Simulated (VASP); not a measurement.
Runs of VASP 6.6.1 on LiAl7. The structure is that of space group F-43m (No. 216), or close to it. The cells are those of the table. 

```csv
task,cell,k mesh,cutoff (eV),gap on the mesh (eV),pressure (GPa),relaxed volume (Å³/atom),largest force (eV/Å)
single point,"a = 6.324 Å, angles 60.0°, 8 atoms",4 × 4 × 4,520,none,-,-,0.01
relaxation of cell and atoms,"relaxed from a = 6.324 Å, angles 60.0°, 8 atoms",8 × 8 × 8,600,none,0.0,22.36,-
relaxation of cell and atoms,"relaxed from a = 5.796 Å, angles 60.0°, 8 atoms",4 × 4 × 4,600,none,0.1,(a),0.03
single point,"a = 6.325 Å, angles 60.0°, 8 atoms",8 × 8 × 8,520,none,-,-,-
```

Alike in all rows: level PBE; potentials or basis VASP PAW PBE potentials, release 64 (Li_sv, Al); no spin polarisation; smearing gaussian 0.1 eV.

**Question.** Fill in the values left out.

**Answer.** (a) 22.40.

Caveats: the cutoff is under 1.25 times the usual one of these potentials, so pressure, stress and relaxed cells hold a basis-set (Pulay) error; the volume moved by over 15 % at a fixed basis, so the end points are rough (some runs).

A gap of «none» marks levels without a gap at the run's occupations.
